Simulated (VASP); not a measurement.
Set up this calculation in VASP 6.6.1, as the native input.

| Quantity | Value |
| --- | --- |
| Task | single point |
| Functional | PBE |
| Potentials or basis | VASP PAW PBE potentials, release 64 (Br) |
| Cutoff | 520 eV |
| k mesh | 12 × 12 × 2 |
| Occupations | gaussian, width 0.1 eV |
| Spin | no spin polarisation |
| Dipole correction | no |
| Further INCAR settings | ALGO = Normal; EDIFF = 1e-06; NBANDS = 30 |

The structure of Br lies in POSCAR:

```
Br
1.0
    3.9326349799      0.0000000032      0.0000000000
   -1.9663174927      3.4057617948      0.0000000000
    0.0000000000      0.0000000000     12.8949475342
Br
6
Direct
    0.0000000000      0.0000000000      0.8333161951
    0.3333333333      0.6666666667      0.0000563572
    0.0000000000      0.0000000000      0.1667236752
    0.3333333333      0.6666666667      0.3333579900
    0.0000000000      0.0000000000      0.4999531669
    0.3333333333      0.6666666667      0.6665915956
```

The input as run:

INCAR

```
PREC = Accurate ; ENCUT = 520
EDIFF = 1E-6 ; ISMEAR = 0
SIGMA = 0.1 ; LREAL = F
LASPH = T ; NELM = 60
ALGO = Normal ; ISIF = 2
LWAVE = F ; LCHARG = T
GGA = PE ; LELF = T
LVHAR = T ; NBANDS = 30
```

KPOINTS

```
Automatic mesh
0
Gamma
  12 12 2
```

Potentials or basis: VASP PAW PBE potentials, release 64 (Br).

The run is started by

```bash
$ cat potpaw_PBE.64/Br/POTCAR > POTCAR
$ mpirun -np 1 vasp_std > vasp.out
```

It gave:

```
Pressure               : 0.0 GPa
Band gap on the k mesh : zero (bands 21 and 22 overlap by 0.92 eV)
```

Run time: 2.1 min on 1 thread of Intel(R) Xeon(R) 6975P-C (Granite Rapids) (shared host), peak memory 0.33 GiB.
